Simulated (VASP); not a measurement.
# AlZn3 (Pm-3n) in VASP: notebook, part 2 of 2

VASP 6.6.1. Earlier steps stand in the parts before.

### 4 Single point, PBE

This run uses another cell than the first one, of 16.01 Å³/atom.

INCAR reads:

```
PREC = Accurate
ENCUT = 520
EDIFF = 1E-7
ISMEAR = 0
SIGMA = 0.1
LREAL = False
LASPH = True
NELM = 60
ALGO = Fast
ISIF = 2
LWAVE = False
LCHARG = False
GGA = PE
NBANDS = 49
```

KPOINTS reads:

```
Automatic mesh
0
Gamma
  8 8 8
```

POSCAR reads:

```
AlZn3
1.0
    5.0402626089      0.0000000000      0.0000000000
    0.0000000000      5.0402626089      0.0000000000
    0.0000000000      0.0000000000      5.0402626089
Al Zn
2 6
Direct
    0.0000000000      0.0000000000      0.0000000000
    0.5000000000      0.5000000000      0.5000000000
    0.2500000000      0.0000000000      0.5000000000
    0.5000000000      0.7500000000      0.0000000000
    0.7500000000      0.0000000000      0.5000000000
    0.5000000000      0.2500000000      0.0000000000
    0.0000000000      0.5000000000      0.7500000000
    0.0000000000      0.5000000000      0.2500000000
```

Potentials or basis: VASP PAW PBE potentials, release 64 (Al, Zn).

Launch:

```sh
$ cat potpaw_PBE.64/Al/POTCAR potpaw_PBE.64/Zn/POTCAR > POTCAR
$ mpirun -np 1 vasp_std > vasp.out
```

OUTCAR:

```text
PREC = Accurate
   ENCUT = 520
   EDIFF = 1E-7
   ISMEAR = 0
   LREAL = False
   LASPH = True
   NELM = 60
   ISIF = 2
   GGA = PE

 ion  position               nearest neighbor table
   1  0.000  0.000  0.000-   3 2.82   4 2.82   5 2.82   6 2.82   7 2.82   8 2.82   3 2.82   5 2.82
                             7 2.82   8 2.82   4 2.82   6 2.82
   2  0.500  0.500  0.500-   3 2.82   4 2.82   5 2.82   6 2.82   7 2.82   8 2.82   4 2.82   6 2.82
[... 1470 lines left out ...]
  Total        0.2556525      0.2556525      0.2556525      0.0000000     -0.0000000      0.0000000
  in kB        3.1989040      3.1989040      3.1989040      0.0000000     -0.0000000      0.0000000
  external PRESSURE =       3.1989040 kB  Pullay stress =       0.0000000 kB

 VOLUME and BASIS-vectors are now :
 -----------------------------------------------------------------------------
  energy-cutoff  :      520.00
  volume of cell :      128.04
      direct lattice vectors                 reciprocal lattice vectors
     5.040262609  0.000000000  0.000000000     0.198402361  0.000000000  0.000000000
     0.000000000  5.040262609  0.000000000     0.000000000  0.198402361  0.000000000
     0.000000000  0.000000000  5.040262609     0.000000000  0.000000000  0.198402361

 POSITION                                       TOTAL-FORCE (eV/Angst)
 -----------------------------------------------------------------------------------
      0.00000      0.00000      0.00000         0.000000      0.000000     -0.000000
      2.52013      2.52013      2.52013         0.000000      0.000000     -0.000000
      1.26007      0.00000      2.52013         0.000000      0.000000      0.000000
      2.52013      3.78020      0.00000        -0.000000      0.000000      0.000000
      3.78020      0.00000      2.52013        -0.000000     -0.000000      0.000000
      2.52013      1.26007      0.00000        -0.000000     -0.000000     -0.000000
      0.00000      2.52013      3.78020         0.000000     -0.000000     -0.000000
      0.00000      2.52013      1.26007        -0.000000      0.000000      0.000000
 -----------------------------------------------------------------------------------
    total drift:                               -0.000000     -0.000000      0.000000

  FREE ENERGIE OF THE ION-ELECTRON SYSTEM (eV)
  ---------------------------------------------------
  free  energy   TOTEN  =       -13.5844098641 eV

  energy  without entropy=      -13.5629052442  energy(sigma->0) =      -13.57365755
```

OSZICAR:

```text
N       E                     dE             d eps       ncg     rms          rms(c)
DAV:   1     0.530961261005E+03    0.53096E+03   -0.35711E+04  3430   0.222E+03
DAV:   2     0.308088240806E+02   -0.50015E+03   -0.48402E+03  3430   0.454E+02
DAV:   3    -0.134520678630E+02   -0.44261E+02   -0.43118E+02  3661   0.138E+02
DAV:   4    -0.145177565266E+02   -0.10657E+01   -0.10609E+01  3887   0.216E+01
DAV:   5    -0.145346186409E+02   -0.16862E-01   -0.16860E-01  4199   0.222E+00    0.746E+00
RMM:   6    -0.136621939096E+02    0.87242E+00   -0.48956E+00  3647   0.168E+01    0.618E+00
RMM:   7    -0.136084192656E+02    0.53775E-01   -0.26460E-01  3921   0.483E+00    0.291E+00
RMM:   8    -0.135853030176E+02    0.23116E-01   -0.46539E-02  3832   0.953E-01    0.408E-01
RMM:   9    -0.135845854815E+02    0.71754E-03   -0.89595E-03  3761   0.831E-01    0.295E-01
RMM:  10    -0.135843710041E+02    0.21448E-03   -0.17476E-03  3975   0.308E-01    0.620E-02
RMM:  11    -0.135844088556E+02   -0.37852E-04   -0.33112E-04  3900   0.102E-01    0.666E-02
RMM:  12    -0.135844071347E+02    0.17209E-05   -0.70947E-05  3786   0.561E-02    0.112E-02
RMM:  13    -0.135844096390E+02   -0.25043E-05   -0.24865E-05  4311   0.250E-02    0.198E-02
RMM:  14    -0.135844097732E+02   -0.13421E-06   -0.43089E-06  3940   0.139E-02    0.191E-02
RMM:  15    -0.135844100897E+02   -0.31653E-06   -0.13945E-06  3901   0.695E-03    0.179E-02
RMM:  16    -0.135844098726E+02    0.21712E-06   -0.52091E-07  2978   0.552E-03    0.173E-02
RMM:  17    -0.135844098641E+02    0.84801E-08   -0.13651E-07  2091   0.193E-03
   1 F= -.13584410E+02 E0= -.13573658E+02  d E =-.215046E-01
```

stdout:

```text
POSCAR found type information on POSCAR AlZn
 POSCAR found :  2 types and       8 ions
 scaLAPACK will be used
 LDA part: xc-table for (Slater+PW92), standard interpolation
 POSCAR, INCAR and KPOINTS ok, starting setup
 FFT: planning ... GRIDC
 FFT: planning ... GRID_SOFT
 FFT: planning ... GRID
 WAVECAR not read
 entering main loop
WARNING in EDDRMM: call to ZHEGV failed, returncode =   8  4     49
WARNING in EDDRMM: call to ZHEGV failed, returncode =   6  3     47
```

Run time: 2.6 min. Hardware: 1 thread of AMD EPYC 9R45 (Zen 5), shared host; peak memory 0.3 GiB.

Results:

| Item | Value |
| --- | --- |
| Free energy | -13.5844 eV |
| Pressure | 0.3 GPa |
| Band gap on the k mesh | zero (bands 39 and 40 overlap by 7.57 eV) |

Levels at points of the mesh, in eV from the Fermi level:
```csv
k point,band 36,band 37,band 38,band 39,band 40,band 41,band 42,band 43
"(0.00, 0.00, 0.00)",-3.88,-3.88,1.00,1.00,1.29,1.29,1.29,2.19
"(0.50, 0.00, 0.00)",-2.70,-2.26,-2.26,-1.94,-1.94,2.71,2.71,3.32
"(0.50, 0.50, 0.00)",-1.37,-1.27,-1.27,-0.79,-0.79,-0.46,0.04,4.61
"(0.50, 0.50, 0.50)",-5.44,-5.31,-5.31,5.63,5.63,5.63,5.63,5.63
```

### 5 Summary

| cell | k mesh | gap on the mesh (eV) | pressure (GPa) |
| --- | --- | --- | --- |
| a = 4.820 Å, 8 atoms | 4 × 4 × 4 | none | 13.4 |
| a = 5.038 Å, 8 atoms | 4 × 4 × 4 | none | 0.4 |
| a = 5.040 Å, 8 atoms | 8 × 8 × 8 | none | 0.3 |

Alike in all rows: task single point; level PBE; potentials or basis VASP PAW PBE potentials, release 64 (Al, Zn); no spin polarisation; cutoff (eV) 520; smearing gaussian 0.1 eV.

Caveats: the cell stands under pressure (at least some runs).

Absolute energies hang on the potentials; compare differences alone.
